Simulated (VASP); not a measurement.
Set up this calculation in VASP 6.6.1, as the native input.

```
Task                   : single point
Functional             : RPBE
Potentials or basis    : VASP PAW PBE potentials, release 64 (Pb_d)
Cutoff                 : 520 eV
k mesh                 : 11 × 11 × 11
Occupations            : fermi-dirac, width 0.1 eV
Spin                   : no spin polarisation
Dipole correction      : no
Further INCAR settings : ALGO = Normal; EDIFF = 1e-06; NBANDS = 13
```

The structure of Pb lies in POSCAR:

```
Pb
1.0
    3.3401039709      0.0000000000      0.0000000000
    0.0000000000      3.3401039709      0.0000000000
    0.0000000000      0.0000000000      3.3401039709
Pb
1
Direct
    0.0000000000      0.0000000000      0.0000000000
```

This isn't the form of Pb at room conditions, which is fcc.

The input as run:

INCAR

```
SYSTEM = Pb
ALGO = Normal
EDIFF = 1E-6
ENCUT = 520
GGA = RP
ISIF = 2
ISMEAR = -1
LASPH = .True.
LCHARG = .False.
LREAL = .False.
LWAVE = .False.
NBANDS = 13
NELM = 80
PREC = Accurate
SIGMA = 0.1
```

KPOINTS

```
k-points
0
Gamma
  11 11 11
  0 0 0
```

Potentials or basis: VASP PAW PBE potentials, release 64 (Pb_d).

Launch:

```sh
$ cat potpaw_PBE.64/Pb_d/POTCAR > POTCAR
$ mpirun -np 1 vasp_std > vasp.out
```

Results of the run:

```
Pressure               : -1.0 GPa
Band gap on the k mesh : zero (bands 7 and 8 overlap by 6.04 eV)
```

Caveat: the PAW data sets were made with another functional, which shifts forces and pressure a little; spin-orbit coupling is left out, which moves the levels of the heavy elements.

Wall time 38 s on 1 thread of AMD EPYC 7R13, on a shared host, peak memory 0.14 GiB.
